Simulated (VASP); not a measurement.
A run of VASP 6.6.1 is set up as follows.

File INCAR:

```
SYSTEM = Al
ALGO = Normal ; EDIFF = 1E-8
ENCUT = 520 ; ISIF = 2
ISMEAR = -1 ; LASPH = .TRUE.
LCHARG = .FALSE. ; LEFG = .TRUE.
LREAL = .FALSE. ; LWAVE = .FALSE.
NBANDS = 8 ; NELM = 100
PREC = Accurate ; SIGMA = 0.03
```

File KPOINTS:

```
k-points
0
G
  17 17 17
  0 0 0
```

Contents of POSCAR:

```
Al
1.0
    0.0000000000      2.0373842317      2.0373842317
    2.0373842317      0.0000000000      2.0373842317
    2.0373842317      2.0373842317      0.0000000000
Al
1
Direct
    0.0000000000      0.0000000000      0.0000000000
```

Potentials or basis: VASP PAW LDA potentials, release 64 (Al).

The run is started by

```bash
$ cat potpaw_LDA.64/Al/POTCAR > POTCAR
$ mpirun -np 1 vasp_std > vasp.out
```

Q: What does it give for the pressure?

A: -4.9 GPa.

Caveat: without QUAD_EFG the Cq values of the log hold for a quadrupole moment of 1 mb, not for the nuclei.
